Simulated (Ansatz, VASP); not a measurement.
## Cu: VASP beside Ansatz

File INCAR:

```
PREC     = Accurate       # precision mode
ENCUT    = 520            # plane-wave cutoff, eV
EDIFF    = 1E-7           # SCF threshold, eV
ISMEAR   = 1              # smearing method
SIGMA    = 0.1            # smearing width, eV
LREAL    = False          # projectors in reciprocal space
LASPH    = True           # aspherical terms in the spheres
NELM     = 100            # most SCF steps
ALGO     = Normal         # electronic algorithm
ISIF     = 2              # what is computed and relaxed
LWAVE    = False          # write WAVECAR
LCHARG   = False          # write CHGCAR
GGA      = CA             # functional
NBANDS   = 18             # bands
```

KPOINTS

```
regular mesh
0
Gamma
  12 12 7
```

The input POSCAR:

```
Cu
1.0
    2.5340970000      0.0000000000      0.0000000000
   -1.2670485000      2.1945923777      0.0000000000
    0.0000000000      0.0000000000      4.1125710000
Cu
2
Direct
    0.3333330000      0.6666670000      0.2500000000
    0.6666670000      0.3333330000      0.7500000000
```

Input for Ansatz:

```yaml
crystal:
  lattice:
    - [2.534097, 0.0, 0.0]
    - [-1.2670484999999994, 2.194592377653935, 0.0]
    - [0.0, 0.0, 4.112571]
  atoms:
    - { symbol: Cu, position: [0.33333299999999993, 0.6666669999999999, 0.25] }
    - { symbol: Cu, position: [0.666667, 0.333333, 0.75] }
kpoints:
  mp_grid:
    grid: [12, 12, 7]
hamiltonian:
  xc: lda
  pseudopotentials:
    kind: all_electron
    lapw: {}
scf:
  occupations:
    method: cold
output:
  forces: true
  stress: true
  eigenvalues: true
```

Alike in both runs: task single point; functional LDA; k mesh 12 × 12 × 7; no spin polarisation.

|  | VASP | Ansatz |
| --- | --- | --- |
| version | VASP 6.6.1 | Ansatz 0.2.0 |
| potentials or method | VASP PAW LDA potentials, release 64 (Cu), cutoff 520 eV | all-electron (LAPW or listed datasets) |
| occupations | methfessel-paxton of order 1, width 0.1 eV | cold |

```tsv
	VASP	Ansatz	Ansatz less VASP
gap on the k mesh at the Fermi level (eV)	none	none	-
pressure (GPa)	-7.0	-7.9	-0.91
```

LDA's correlation is that of Perdew and Zunger in VASP and of Perdew and Wang (1992) in Ansatz. A gap of «none» marks a metal or a gap that the smearing closes. Ansatz ran all-electron here, and VASP with PAW potentials. Ansatz's warnings: structure snapped to symmetry.
